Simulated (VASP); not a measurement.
Nb, 4 atoms in the cell. Symmetry: P6_3/mmc, No. 194, hexagonal system. Conventional cell: a = 2.940 Å, b = 2.940 Å, c = 9.603 Å, α = 90.00°, β = 90.00°, γ = 120.00°. Nb (site symmetry -3m) has 12 Nb at 2.94 Å within 3.9 Å. Within 3.9 Å of Nb (site symmetry -6m2) lie 12 Nb at 2.94 Å. This isn't the form of Nb at room conditions, which is bcc.

```yaml
Program: VASP 6.6.1
Task: relaxation of cell and atoms
Functional: revPBE
Potentials_or_basis: VASP PAW PBE potentials, release 64 (Nb_sv)
Cutoff: 600 eV
k_mesh: 12 × 12 × 4
Occupations: fermi-dirac, width 0.1 eV
Spin: no spin polarisation
Dipole_correction: no
Further_INCAR_settings: ALGO = Normal; EDIFF = 1e-07; IBRION = 2; EDIFFG = -0.01; NSW = 80; ISIF = 3
```

Potentials or basis: VASP PAW PBE potentials, release 64 (Nb_sv).

The run is started by

```console
$ cat potpaw_PBE.64/Nb_sv/POTCAR > POTCAR
$ mpirun -np 1 vasp_std > vasp.out
```

Hardware: 1 thread of Intel(R) Xeon(R) Platinum 8488C (Sapphire Rapids) (shared host).

Task: Estimate the wall time of this run.

Result: It took 34 min on 1 thread of Intel(R) Xeon(R) Platinum 8488C (Sapphire Rapids), on a shared host, peak memory 0.28 GiB. Counts: scf iterations 203, k points 57, ion steps 13.
